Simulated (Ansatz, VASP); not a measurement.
**Ta: VASP beside Ansatz**

```
Ta
1.0
    -1.65128    1.65128   -1.65128
    -1.65128   -1.65128    1.65128
     0.00000    7.98130    5.22894
Ta
4
Direct
  0.63539 0.36461 0.87500
  0.44791 0.55209 0.12500
  0.84374 0.15626 0.37500
  0.23956 0.76044 0.62500
```

Alike in both runs: task single point; functional PBEsol; k mesh 17 × 17 × 5; occupations gaussian, width 0.15 eV; no spin polarisation.

```csv
,VASP,Ansatz
version,VASP 6.6.1,Ansatz 0.2.0
potentials or method,"VASP PAW PBE potentials, release 64 (Ta_pv), cutoff 520 eV","scalar-relativistic, plane waves, PAW"
valence electrons in the cell,44,52
```

VASP gave:

```
gap on the k mesh at the Fermi level (eV)                     : none
pressure (GPa)                                                : 0.4
traceless stress, the component that is largest in VASP (GPa) : 9.39
rms of the force components (eV/Å)                            : 1.480
```

Problem. What did Ansatz give for the same quantities?

Solution. gap on the k mesh at the Fermi level (eV): none; pressure (GPa): 0.1; traceless stress, the component that is largest in VASP (GPa): 9.26; rms of the force components (eV/Å): 1.448.

VASP's potentials were made for PBE, not for PBEsol. Atom by atom the forces differ by 0.035 eV/Å (rms over components). A gap of «none» marks a metal or a gap that the smearing closes. VASP's potentials hold 44 valence electrons a cell and Ansatz's 52, so a difference there can come from the potentials and not from the codes.

Neither program's run includes spin-orbit coupling.
